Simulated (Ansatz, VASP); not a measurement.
# Pt: VASP beside Ansatz

Contents of POSCAR:

```
Pt
1.0
    0.0000000000     -3.1389727827      0.0000000000
   -3.1389727827      0.0000000000      0.0000000000
    0.0000000000      0.0000000000     -3.1389727827
Pt
2
Direct
    0.4908035158      0.4908035158      0.4908035158
    0.0091964842      0.0091964842      0.0091964842
```

The input INCAR.step1:

```
PREC = Accurate ; ENCUT = 520
ISMEAR = 0 ; SIGMA = 0.15
LREAL = False ; LASPH = True
NELM = 80 ; NBANDS = 17
GGA = PE ; ALGO = Normal
EDIFF = 1E-4 ; LWAVE = True
LCHARG = False
```

Contents of INCAR.step2:

```
PREC = Accurate ; ENCUT = 520
EDIFF = 1E-6 ; ISMEAR = 0
SIGMA = 0.15 ; LREAL = False
LASPH = True ; NELM = 80
ALGO = Normal ; ISIF = 2
LWAVE = False ; LCHARG = False
METAGGA = R2SCAN ; LMIXTAU = True
NBANDS = 17 ; ISTART = 1
```

Contents of KPOINTS:

```
regular mesh
0
Gamma
  20 20 20
```

Input for Ansatz:

```yaml
crystal:
  lattice:
    - [0.0, -3.1389727827, 0.0]
    - [-3.1389727827, 0.0, 0.0]
    - [0.0, 0.0, -3.1389727827]
  atoms:
    - { symbol: Pt, position: [0.4908035158, 0.4908035158, 0.4908035158] }
    - { symbol: Pt, position: [0.0091964842, 0.0091964842, 0.0091964842] }
basis:
  ecutwfc: 500
kpoints:
  mp_grid: { grid: [20, 20, 20] }
hamiltonian:
  xc: r2scan
scf:
  occupations: { method: gaussian, width: 0.15 }
output:
  forces: true
  stress: true
  eigenvalues: true
```

Change from the starting cell: mode 4 (144.5 1/cm) frozen in, largest displacement +0.050 Å.

Alike in both runs: task single point; functional r2SCAN; k mesh 20 × 20 × 20; occupations gaussian, width 0.15 eV; no spin polarisation.

|  | VASP | Ansatz |
| --- | --- | --- |
| version | VASP 6.6.1 | Ansatz 0.2.0 |
| potentials or method | VASP PAW PBE potentials, release 64 (Pt), cutoff 520 eV | scalar-relativistic, plane waves, PAW |
| valence electrons in the cell | 20 | 36 |

VASP gave:

| Item | Value |
| --- | --- |
| gap on the k mesh at the Fermi level (eV) | none |
| pressure (GPa) | 1.9 |
| traceless stress, the component that is largest in VASP (GPa) | 0.70 |
| rms of the force components (eV/Å) | 0.462 |

Problem. Which values does Ansatz return?

Solution. gap on the k mesh at the Fermi level (eV): none; pressure (GPa): 1.2; traceless stress, the component that is largest in VASP (GPa): 0.69; rms of the force components (eV/Å): 0.456.

VASP's potentials were made for PBE, not for r2SCAN. Atom by atom the forces differ by 0.005 eV/Å (rms over components). A gap of «none» marks a metal or a gap that the smearing closes. VASP's potentials hold 20 valence electrons a cell and Ansatz's 36, so a difference there can come from the potentials and not from the codes.

Neither program's run includes spin-orbit coupling.
